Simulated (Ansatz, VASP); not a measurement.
## Two plane-wave programs on Co3Sn2

```
CELL_PARAMETERS angstrom
4.16314 0.00000 0.00000
-2.08157 3.60539 0.00000
0.00000 0.00000 4.99313
ATOMIC_POSITIONS crystal
Co 0.00000 0.00000 0.74610
Co 0.00000 0.00000 0.25390
Co 0.66667 0.33333 0.00000
Sn 0.66667 0.33333 0.50000
Sn 0.33333 0.66667 0.00000
```

Alike in both runs: functional PBEsol; k mesh 12 × 12 × 8; occupations gaussian, width 0.1 eV; collinear spin.

Ansatz relaxed the structure, and its values are those at the end. VASP's run is a single point on that final structure, the one shown.

```csv
,VASP,Ansatz
version,VASP 6.6.1,Ansatz 0.2.0
potentials or method,"VASP PAW PBE potentials, release 64 (Co, Sn_d), cutoff 520 eV","scalar-relativistic, plane waves, PAW"
valence electrons in the cell,55,79
```

```tsv
	VASP	Ansatz	Ansatz less VASP
gap on the k mesh at the Fermi level (eV)	none	none	-
pressure (GPa)	-0.1	0.0	+0.12
net moment per atom (μB)	0.46	0.46	+0.007
size of the moment on the site where the two differ most (μB)	0.05	0.02	-0.028
```

VASP's potentials were made for PBE, not for PBEsol. Site moments also hang on the region over which each program counts them. A gap of «none» marks a metal or a gap that the smearing closes. VASP's potentials hold 55 valence electrons a cell and Ansatz's 79, so a difference there can come from the potentials and not from the codes.
